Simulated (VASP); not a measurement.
Runs of VASP 6.6.1 on CdS. The structure is that of space group F-43m (No. 216), or close to it. The cells are those of the table. 

```csv
level,cell,k mesh,smearing,grid for exact exchange (PRECFOCK),screening parameter,gap on the mesh (eV),pressure (GPa)
PBE,"a = 4.161, b = 4.161, c = 4.137 Å, angles 60.2, 60.2, 59.6°, 2 atoms",8 × 8 × 8,fermi-dirac 0.02 eV,-,-,(a),1.9
PBE,"a = 4.157, b = 4.157, c = 4.089 Å, angles 60.5, 60.5, 61.1°, 2 atoms",8 × 8 × 8,fermi-dirac 0.02 eV,-,-,1.03,1.7
HSE06,"a = 4.161, b = 4.161, c = 4.137 Å, angles 60.2, 60.2, 59.6°, 2 atoms",6 × 6 × 6,gaussian 0.01 eV,Normal,0.2079 1/Å,(b),0.7
r2SCAN,"a = 4.161, b = 4.161, c = 4.137 Å, angles 60.2, 60.2, 59.6°, 2 atoms",8 × 8 × 8,gaussian 0.01 eV,-,-,1.53,0.5
```

Alike in all rows: task single point; potentials or basis VASP PAW PBE potentials, release 64 (Cd, S); no spin polarisation; cutoff (eV) 520.

Q: Fill in the values left out.

A: (a) 1.09; (b) 2.11.

Caveats: the PAW data sets were made with another functional, which shifts forces and pressure a little (some runs).

A k mesh can miss the band edges, and the runs leave out spin-orbit coupling on Cd.
